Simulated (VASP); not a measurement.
Wanted: the native input for a VASP 6.6.1 run.

```
Task                   : relaxation of cell and atoms
Functional             : PBE
Potentials or basis    : VASP PAW PBE potentials, release 64 (Al, Ga_d, Sb)
Cutoff                 : 600 eV
k mesh                 : 6 × 6 × 4
Occupations            : gaussian, width 0.1 eV
Spin                   : no spin polarisation
Dipole correction      : no
Further INCAR settings : ALGO = Normal; EDIFF = 1e-06; IBRION = 2; EDIFFG = -0.04; NSW = 90; ISIF = 3
```

The structure of AlGa2Sb3 lies in POSCAR:

```
AlGa2Sb3
1.0
    3.6748263400      0.0000000000      0.0000000000
    0.0000000000      3.6748263400      0.0000000000
    0.0000000000      0.0000000000      7.2409798900
Al Ga Sb
1 2 3
Direct
    0.0000000000      0.0000000000      0.0464257500
    0.5000000000      0.0000000000      0.0551656400
    0.0000000000      0.5000000000      0.0551656400
    0.5000000000      0.5000000000      0.9549118500
    0.5000000000      0.5000000000      0.7425657700
    0.0000000000      0.0000000000      0.6065903500
```

The cell was generated, and may not be a known phase.

One way to write it, as run:

INCAR

```
  ALGO = Normal
  EDIFF = 1E-6
  EDIFFG = -0.04
  ENCUT = 600
  GGA = PE
  IBRION = 2
  ISIF = 3
  ISMEAR = 0
  LASPH = T
  LCHARG = F
  LREAL = F
  LWAVE = F
  NELM = 60
  NSW = 90
  PREC = Accurate
  SIGMA = 0.1
```

KPOINTS

```
k-points
0
Gamma
  6 6 4
```

Potentials or basis: VASP PAW PBE potentials, release 64 (Al, Ga_d, Sb).

The run is started by

```console
$ cat potpaw_PBE.64/Al/POTCAR potpaw_PBE.64/Ga_d/POTCAR potpaw_PBE.64/Sb/POTCAR > POTCAR
$ mpirun -np 1 vasp_std > vasp.out
```

Results of the run:

```yaml
Relaxed_volume: 24.49 Å³/atom
Relaxed_cell: a = 4.285 Å, b = 4.285 Å, c = 8.003 Å, α = 90.00°, β = 90.00°, γ = 90.00°
Space_group_after_relaxing_to_0.1_Å: P4mm (No. 99)
Pressure_after_relaxing: 0.0 GPa
Largest_force_after_relaxing: 0.039 eV/Å
Band_gap_on_the_k_mesh: zero (bands 22 and 23 overlap by 2.54 eV)
```

Caveat: the volume moved by over 15 % at a fixed basis, so the end points are rough; spin-orbit coupling is left out, which moves the levels of the heavy elements.

Run time: 34 min on 1 thread of AMD EPYC 9R45 96-Core Processor (Zen 5), with other jobs on the host, peak memory 0.27 GiB.
